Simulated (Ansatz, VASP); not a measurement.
**Pd in VASP and in Ansatz**

The input INCAR:

```
SYSTEM = Pd
ALGO     = Normal         ! electronic algorithm
EDIFF    = 1E-7           ! SCF threshold, eV
ENCUT    = 520            ! plane-wave cutoff, eV
GGA      = PS             ! functional
ISIF     = 2              ! what is computed and relaxed
ISMEAR   = -1             ! smearing method
LASPH    = .True.         ! aspherical terms in the spheres
LCHARG   = .False.        ! write CHGCAR
LREAL    = .False.        ! projectors in reciprocal space
LWAVE    = .False.        ! write WAVECAR
NBANDS   = 17             ! bands
NELM     = 100            ! most SCF steps
PREC     = Accurate       ! precision mode
SIGMA    = 0.1            ! smearing width, eV
```

The input KPOINTS:

```
k-points
0
Gamma
  11 11 11
  0 0 0
```

File POSCAR:

```
Pd
1.0
    0.0000000000      2.7256136203      2.7256136203
    2.7256136203      0.0000000000      2.7256136203
    2.7256136203      2.7256136203      0.0000000000
Pd
2
Direct
    0.1250000000      0.1250000000      0.1250000000
    0.8750000000      0.8750000000      0.8750000000
```

Input for Ansatz:

```yaml
crystal:
  lattice:
    - [0.0, 2.7256136203, 2.7256136203]
    - [2.7256136203, 0.0, 2.7256136203]
    - [2.7256136203, 2.7256136203, 0.0]
  atoms:
    - { symbol: Pd, position: [0.125, 0.125, 0.125] }
    - { symbol: Pd, position: [0.875, 0.875, 0.875] }
hamiltonian:
  xc: pbesol
  pseudopotentials:
    kind: paw
    azcp:
      Pd: "pseudopotentials/Pd.paw.azcp"
basis:
  ecutwfc: 420
  fft_grid_basis: typed
kpoints:
  mp_grid: { grid: [11, 11, 11], shift: [0, 0, 0] }
magnetization:
  spin_polarized: false
scf:
  occupations: { method: fermi_dirac, width: 0.1 }
  lower_state_search: "off"
output:
  stress: true
  write_density: true
  write_potential: true
  elf: true
  volumetric_format: npy
```

Alike in both runs: task single point; functional PBEsol; k mesh 11 × 11 × 11; occupations fermi-dirac, width 0.1 eV; no spin polarisation.

|  | VASP | Ansatz |
| --- | --- | --- |
| version | VASP 6.6.1 | Ansatz 0.2.0 |
| potentials or method | VASP PAW PBE potentials, release 64 (Pd), cutoff 520 eV | plane waves (420 eV) with PAW, scalar-relativistic |
| valence electrons in the cell | 20 | 36 |

Ansatz gave:

```
pressure (GPa) : 14.9
```

**Question.** Which values does VASP return?

**Answer.** Pressure (GPa): 14.0.

VASP's potentials were made for PBE, not for PBEsol, and Ansatz warns of the same on its side. VASP's potentials hold 20 valence electrons a cell and Ansatz's 36, so a difference there can come from the potentials and not from the codes.
